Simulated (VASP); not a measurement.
# Li (P1) in VASP: a series of runs, part 2 of 2

VASP 6.6.1. Earlier steps stand in the parts before.

### Step 4. Single point, PBE

This run uses another cell than the first one, of 14.66 Å³/atom, 1.851 times its volume.

INCAR reads:

```
SYSTEM = Li
PREC     = Accurate       ! precision mode
ENCUT    = 520            ! plane-wave cutoff, eV
EDIFF    = 1E-6           ! SCF threshold, eV
ISMEAR   = -1             ! smearing method
SIGMA    = 0.1            ! smearing width, eV
LREAL    = Auto         
LASPH    = .TRUE.         ! aspherical terms in the spheres
NELM     = 80             ! most SCF steps
ALGO     = Normal         ! electronic algorithm
ISIF     = 2              ! what is computed and relaxed
LWAVE    = .FALSE.        ! write WAVECAR
LCHARG   = .FALSE.        ! write CHGCAR
GGA      = PE             ! functional
NBANDS   = 38             ! bands
```

KPOINTS reads:

```
Automatic mesh
0
G
  2 2 2
  0 0 0
```

POSCAR reads:

```
Li
1.0
    5.9290820000      0.0990590000     -0.0722040000
    0.0990590000      6.0927820000     -0.2245140000
   -0.0722040000     -0.2245140000      6.5041820000
Li
16
Direct
   -0.0085874197      0.0570969813     -0.0243690866
    0.6074375872     -0.0150189365      0.0742272375
   -0.1543690471      0.4169825762      0.0600955452
    0.0312309980     -0.0296350573      0.6361909180
    0.3139928551      0.1434694989      0.3199452985
    0.5084765459      0.5155883582      0.1921334374
    0.4701835797     -0.0559359858      0.6608503150
    0.7389198172      0.1716585675      0.3686847505
    0.0229088626      0.4572429140      0.5293688810
    0.1146390417      0.6943691900      0.2698991205
    0.2173307807      0.3479455835      0.8564506354
    0.3293705387      0.5728283763      0.5845761789
    0.7249768294      0.7939576077      0.4098902560
    0.6122822900      0.2846990736      0.7516745623
    0.3120042562      0.7930933333      0.9827966856
    0.7342376392      0.6823688581      0.8108961675
```

Potentials or basis: VASP PAW PBE potentials, release 64 (Li_sv).

Launch:

```sh
cat potpaw_PBE.64/Li_sv/POTCAR > POTCAR
mpirun -np 1 vasp_std > vasp.out
```

OUTCAR:

```text
SYSTEM = Li
   PREC = Accurate
   ENCUT = 520
   EDIFF = 1E-6
   ISMEAR = -1
   LREAL = Auto
   LASPH = .TRUE.
   NELM = 80
   ISIF = 2
   GGA = PE

 ion  position               nearest neighbor table
   1  0.991  0.057  0.976-   4 2.25   3 2.36  11 2.44   2 2.44  15 2.45
   2  0.607  0.985  0.074-  15 2.19   8 2.29   1 2.44   5 2.51  16 2.53
   3  0.846  0.417  0.060-   6 2.24   1 2.36  16 2.44  14 2.51
   4  0.031  0.970  0.636-   1 2.25  13 2.53
   5  0.314  0.143  0.320-   2 2.51   8 2.54
   6  0.508  0.516  0.192-   3 2.24  15 2.49  13 2.50  10 2.59
   7  0.470  0.944  0.661-  14 2.30  13 2.37  16 2.44  12 2.45  15 2.56
   8  0.739  0.172  0.369-   2 2.29  13 2.34   5 2.54
   9  0.023  0.457  0.529-  12 1.99  10 2.38  11 2.52
  10  0.115  0.694  0.270-  15 2.35   9 2.38  12 2.53  13 2.54   6 2.59
  11  0.217  0.348  0.856-  12 2.43   1 2.44  14 2.47   9 2.52
  12  0.329  0.573  0.585-   9 1.99  11 2.43   7 2.45  10 2.53
  13  0.725  0.794  0.410-   8 2.34   7 2.37   6 2.50   4 2.53  10 2.54
  14  0.612  0.285  0.752-   7 2.30  11 2.47   3 2.51  16 2.55
  15  0.312  0.793  0.983-   2 2.19  10 2.35   1 2.45   6 2.49   7 2.56
  16  0.734  0.682  0.811-   7 2.44   3 2.44   2 2.53  14 2.55

  LATTYP: Found a triclinic cell.
 ALAT       =     6.0977218468
 B/A-ratio  =     1.4095189205
 C/A-ratio  =     0.9725515801
 COS(alpha) =     0.0056329286
 COS(beta)  =     0.0333802710
 COS(gamma) =     0.6553615642

  Lattice vectors:

 A1 = (   0.0990590000,   6.0927820000,  -0.2245140000)
 A2 = (   0.0268550000,   5.8682680000,   6.2796680000)
 A3 = (   5.9290820000,   0.0990590000,  -0.0722040000)

Analysis of symmetry for initial positions (statically):
=====================================================================
 Subroutine PRICEL returns:
 Original cell was already a primitive cell.

 Routine SETGRP: Setting up the symmetry group for a
 triclinic supercell.

 Subroutine GETGRP returns: Found  1 space group operations
 (whereof  1 operations were pure point group operations)
 out of a pool of  2 trial point group operations.

[... 149 lines left out ...]
   LORBIT       =      0    0 simple, 1 ext, 2 COOP (PROOUT), +10 PAW based schemes
   GGA     = PE    functional components
   LHFCALC =     F    Hartree Fock is set to
   AEXX    =    0.0000 exact exchange contribution
   IVDW    =     0    specifies the selected vdW correction
   LEPSILON=     F    determine dielectric tensor
   LRPA    =     F    only Hartree local field effects (RPA)
 non-spin polarized calculation
  energy-cutoff  :      520.00
  volume of cell :      234.57
 maximum number of plane-waves:      6334
 NGX is ok and might be reduce to    48
   NGX = 23   NGY = 23   NGZ = 25

 number of electron      47.9999977 magnetization

 Free energy of the ion-electron system (eV)
  ---------------------------------------------------
  ext. energy  EPLUGINS =         0.00000000
  ---------------------------------------------------
  free energy    TOTEN  =       -25.91636738 eV

  energy without entropy =      -25.66954716  energy(sigma->0) =      -25.79295727

 E-fermi :   1.4704     XC(G=0):  -7.8688

 val. band max:        1.4700138164   @ k =  -0.0000   0.5000   0.0000
 cond. band min:       1.5681556641   @ k =   0.5000   0.0000   0.5000
 fundamental gap:      0.0981418478
 Fermi energy:         1.4704462086

 k-point     1 :       0.0000    0.0000    0.0000
  band No.  band energies     occupation
      1     -45.0129      2.00000
      2     -44.8922      2.00000
      3     -44.7990      2.00000
      4     -44.7824      2.00000
      5     -44.7109      2.00000
      6     -44.6893      2.00000
[... 301 lines left out ...]
     35       5.3453      0.00000
     36       5.5672      0.00000
 [bands above 36 left out]

------------------------ aborting loop because EDIFF is reached ----------------------------------------

  FORCE on cell =-STRESS in cart. coord.  units (eV):
  Direction    XX          YY          ZZ          XY          YZ          ZX
  --------------------------------------------------------------------------------------
  -------------------------------------------------------------------------------------
  Total       14.2897224     11.4274641     10.7561700      1.3024945     -0.1059327     -0.8586847
  in kB       97.6028172     78.0527890     73.4676616      8.8964030     -0.7235502     -5.8650573
  external PRESSURE =      83.0410893 kB  Pullay stress =       0.0000000 kB

 VOLUME and BASIS-vectors are now :
 -----------------------------------------------------------------------------
  energy-cutoff  :      520.00
  volume of cell :      234.57
      direct lattice vectors                 reciprocal lattice vectors
     5.929082000  0.099059000 -0.072204000     0.168726594 -0.002677613  0.001780635
     0.099059000  6.092782000 -0.224514000    -0.002677613  0.164380162  0.005644417
    -0.072204000 -0.224514000  6.504182000     0.001780635  0.005644417  0.153961839

 POSITION                                       TOTAL-FORCE (eV/Angst)
 -----------------------------------------------------------------------------------
      5.81338      0.22704      6.26128        -0.051763     -0.359091      0.489067
      3.69376      6.04478      0.21779         0.157871      0.149028     -0.400901
      5.05078      2.61086      0.23620         0.567754      0.356512      0.246416
      0.23536      5.77248      3.91779         0.096600      0.092913     -0.354084
      1.85280      0.83340      2.02610        -0.740110      0.108502      0.091445
      3.05200      3.14860      1.09720        -0.401907     -0.284587      0.238171
[... 8 lines left out ...]
      1.85750      4.64240      6.19170        -0.472914     -0.504203     -0.539632
      4.36240      4.04820      5.06800         0.719259     -0.070209     -0.037913
 -----------------------------------------------------------------------------------
    total drift:                               -0.000472     -0.015537      0.005073

  FREE ENERGIE OF THE ION-ELECTRON SYSTEM (eV)
  ---------------------------------------------------
  free  energy   TOTEN  =       -25.9163673826 eV

  energy  without entropy=      -25.6695471633  energy(sigma->0) =      -25.79295727
```

stdout:

```text
POSCAR found type information on POSCAR Li
 POSCAR found :  1 types and      16 ions
 scaLAPACK will be used
 LDA part: xc-table for (Slater+PW92), standard interpolation
 POSCAR, INCAR and KPOINTS ok, starting setup
 FFT: planning ... GRIDC
 FFT: planning ... GRID_SOFT
 FFT: planning ... GRID
 WAVECAR not read
 entering main loop
```

It took 55 s on 1 thread of AMD EPYC 9R45 (Zen 5), shared host; peak memory 0.29 GiB.

What came out:

| Item | Value |
| --- | --- |
| Free energy | -25.9164 eV |
| Largest force | 1.675 eV/Å |
| Band gap on the k mesh | zero (band 24 reaches 1.79 eV, above the bottom of band 25 at 1.22 eV) |

Forces in eV/Å, atoms in the order of the input:
```
Li  -0.052 -0.359  0.489
Li   0.158  0.149 -0.401
Li   0.568  0.357  0.246
Li   0.097  0.093 -0.354
Li  -0.740  0.109  0.091
Li  -0.402 -0.285  0.238
Li  -0.506  0.358 -0.198
Li   0.528  0.751  0.457
Li  -1.473 -0.795  0.050
Li  -0.274  0.578 -0.354
Li   0.331  0.011  0.636
Li   1.338  0.355  0.049
Li  -0.111 -0.716 -0.281
Li   0.292 -0.030 -0.092
Li  -0.473 -0.504 -0.540
Li   0.719 -0.070 -0.038
```

Caveat: the k points lie up to 0.53 Å⁻¹ apart; the cutoff is under 1.25 times the usual one of these potentials, so pressure, stress and relaxed cells hold a basis-set (Pulay) error; forces of over 1 eV/Å act on the atoms, so gaps and moduli don't describe the material at rest.

### Step 5. The runs side by side

| cell | gap on the mesh (eV) | largest force (eV/Å) |
| --- | --- | --- |
| a = 4.956, b = 5.092, c = 5.027 Å, angles 90.7, 89.3, 92.6°, 16 atoms | none | 2.42 |
| a = 5.724, b = 5.740, c = 6.085 Å, angles 92.1, 95.6, 79.6°, 16 atoms | none | 2.22 |
| a = 5.930, b = 6.098, c = 6.508 Å, angles 94.1, 91.4, 88.1°, 16 atoms | none | 1.67 |

Alike in all rows: task single point; level PBE; potentials or basis VASP PAW PBE potentials, release 64 (Li_sv); no spin polarisation; k mesh 2 × 2 × 2; cutoff (eV) 520; smearing fermi-dirac 0.1 eV.

Caveats: all runs use coarse meshes; the cutoff is under 1.25 times the usual one of these potentials, so pressure, stress and relaxed cells hold a basis-set (Pulay) error; forces of over 1 eV/Å act on the atoms, so gaps and moduli don't describe the material at rest.

Absolute energies hang on the potentials; compare differences alone.
